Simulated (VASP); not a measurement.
Ge, 4 atoms in the cell. The structure is orthorhombic, space group Fmmm (No. 69). Conventional cell: a = 5.261 Å, b = 5.771 Å, c = 10.231 Å, α = 90.00°, β = 90.00°, γ = 90.00°. Within 3.4 Å of Ge (site symmetry m2m) lie 8 Ge at 2.61 to 3.17 Å. Ge (site symmetry mm2) has 8 Ge at 2.71 to 3.17 Å within 3.6 Å. 

| Property | Result |
| --- | --- |
| Program | VASP 6.6.1 |
| Task | single point |
| Functional | PBE-based screened hybrid |
| Potentials or basis | VASP PAW PBE potentials, release 64 (Ge_d) |
| Cutoff | 520 eV |
| k mesh | 4 × 4 × 4 |
| Occupations | fermi-dirac, width 0.05 eV |
| Spin | no spin polarisation |
| Dipole correction | no |
| Grid for exact exchange (PRECFOCK) | Normal |
| Share of exact exchange | 0.4 |
| Further INCAR settings | ALGO = Normal; EDIFF = 1e-06; NBANDS = 36 |
| Screening parameter | 0.2 1/Å |

Potentials or basis: VASP PAW PBE potentials, release 64 (Ge_d).

Command:

```console
$ cat potpaw_PBE.64/Ge_d/POTCAR > POTCAR
$ cp INCAR.step1 INCAR
$ mpirun -np 1 vasp_std > vasp.out
$ cp INCAR.step2 INCAR
$ mpirun -np 1 vasp_std > vasp.out
```

Hardware: 1 × NVIDIA H100 80GB with 1 thread of AMD EPYC 7R13 Processor (Zen 3), with other jobs on the host.

How long does it take, and how much memory?

It took 25 min on 1 × NVIDIA H100 80GB with 1 thread of AMD EPYC 7R13 Processor (Zen 3) (shared host), peak memory 1.2 GiB. Counts: k points 18.
